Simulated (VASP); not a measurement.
MgI2: single point with PBE

Crystal: MgI2.

```
Mg I
1.0
     4.20720    0.00000   -0.30860
    -2.10360    3.64354    0.15430
    -0.57299    0.00000    8.02030
Mg I
1 2
Direct
  0.00000 0.00000 0.00000
  0.27597 0.66687 0.78988
  0.72403 0.33313 0.21012
```

This cell differs from its parent crystal: engineering shear strain xz -0.1467, normal strain along z +0.0267.

```yaml
Program: VASP 6.6.1
Task: single point
Functional: PBE
Potentials_or_basis: VASP PAW PBE potentials, release 64 (Mg, I)
Cutoff: 520 eV
k_mesh: 6 × 6 × 4
Occupations: gaussian, width 0.05 eV
Spin: no spin polarisation
```

```
Pressure               : -0.1 GPa
Largest force          : 0.016 eV/Å
Band gap on the k mesh : 3.54 eV, indirect (least direct gap 3.71 eV)
```

Forces on the atoms (eV/Å):
```
Mg   0.000  0.000  0.000
I    0.001  0.000  0.016
I   -0.001  0.000 -0.016
```

Stress tensor (GPa, compression positive):
```
-0.15  0.00  0.02
 0.00 -0.08  0.01
 0.02  0.01 -0.05
```

Levels at points of the mesh, in eV from the valence-band top:
```tsv
k point	band 5	band 6	band 7	band 8	band 9	band 10	band 11	band 12
(0.00, 0.00, 0.00)	-0.29	-0.28	-0.02	0.00	3.71	4.90	6.65	6.69
(0.50, 0.00, 0.00)	-1.29	-1.13	-0.74	-0.40	3.72	5.59	5.98	6.97
(0.50, 0.50, 0.00)	-1.35	-1.13	-0.51	-0.39	3.58	5.34	5.64	7.19
(0.00, 0.50, 0.00)	-1.36	-1.14	-0.61	-0.42	3.65	5.43	5.86	7.28
(0.00, 0.00, 0.50)	-0.29	-0.27	-0.02	-0.01	4.31	4.87	6.65	6.66
(0.50, 0.00, 0.50)	-1.24	-1.11	-0.50	-0.42	3.54	5.31	5.62	6.61
(0.50, 0.50, 0.50)	-1.17	-1.11	-0.74	-0.42	3.69	5.66	5.93	6.25
(0.00, 0.50, 0.50)	-1.16	-1.13	-0.65	-0.42	3.60	5.44	5.71	6.37
```

It took 88 s on 1 thread of Intel(R) Xeon(R) Platinum 8488C (Sapphire Rapids), with other jobs on the host, peak memory 0.33 GiB.

Caveat: the cell differs from its parent crystal (engineering shear strain xz -0.1467, normal strain along z +0.0267); spin-orbit coupling is left out, which moves the levels of the heavy elements. A k mesh can miss the band edges.
